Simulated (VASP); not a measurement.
A run of VASP 6.6.1 is set up as follows.

File INCAR:

```
SYSTEM = Se
ALGO = Normal ; EDIFF = 1E-6
ENCUT = 500 ; GGA = CA
GGA_COMPAT = .False. ; ISIF = 2
ISMEAR = 0 ; LASPH = .True.
LCHARG = .False. ; LREAL = .False.
LWAVE = .False. ; NBANDS = 13
NELM = 120 ; PREC = Accurate
SIGMA = 0.02
```

File KPOINTS:

```
k-points
0
Gamma
  5 5 5
  0 0 0
```

POSCAR

```
Se
1.0
   -0.0937670100      3.0786834950      3.0786834950
    3.0786834950     -0.0937670100      3.0786834950
    3.0786834950      3.0786834950     -0.0937670100
Se
2
Direct
    0.5000000000      0.5000000000      0.5000000000
    0.7500000000      0.7500000000      0.7500000000
```

Potentials or basis: VASP PAW LDA potentials, release 64 (Se).

Command:

```console
$ cat potpaw_LDA.64/Se/POTCAR > POTCAR
$ mpirun -np 1 vasp_std > vasp.out
```

**Question.** Estimate the largest force.

**Answer.** 0.453 eV/Å.

**Question.** Estimate the band gap on the k mesh.

**Answer.** Zero (band 6 reaches 2.52 eV, above the bottom of band 7 at 1.35 eV).

**Question.** Estimate the pressure.

**Answer.** -1.5 GPa.

Stress tensor (GPa, compression positive):
```
-1.53 -0.75 -0.75
-0.75 -1.53 -0.75
-0.75 -0.75 -1.53
```
